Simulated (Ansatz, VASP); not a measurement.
# One calculation of Pt, two programs

```
Pt
1.0
     0.00000    2.00433    2.00433
     2.00433    0.00000    2.00433
     2.00433    2.00433    0.00000
Pt
1
Direct
  0.00000 0.00000 0.00000
```

Alike in both runs: task single point; functional PBE; k mesh 18 × 18 × 18; occupations gaussian, width 0.05 eV; no spin polarisation.

|  | VASP | Ansatz |
| --- | --- | --- |
| version | VASP 6.6.1 | Ansatz 0.2.0 |
| potentials or method | VASP PAW PBE potentials, release 64 (Pt), cutoff 520 eV | scalar-relativistic, plane waves, PAW |
| valence electrons in the cell | 10 | 18 |

VASP gave:

```
gap on the k mesh at the Fermi level (eV) : none
pressure (GPa)                            : -7.1
```

Problem. Estimate Ansatz's values.

Solution. gap on the k mesh at the Fermi level (eV): none; pressure (GPa): -6.7.

A gap of «none» marks a metal or a gap that the smearing closes. VASP's potentials hold 10 valence electrons a cell and Ansatz's 18, so a difference there can come from the potentials and not from the codes.

Spin-orbit coupling is off throughout.
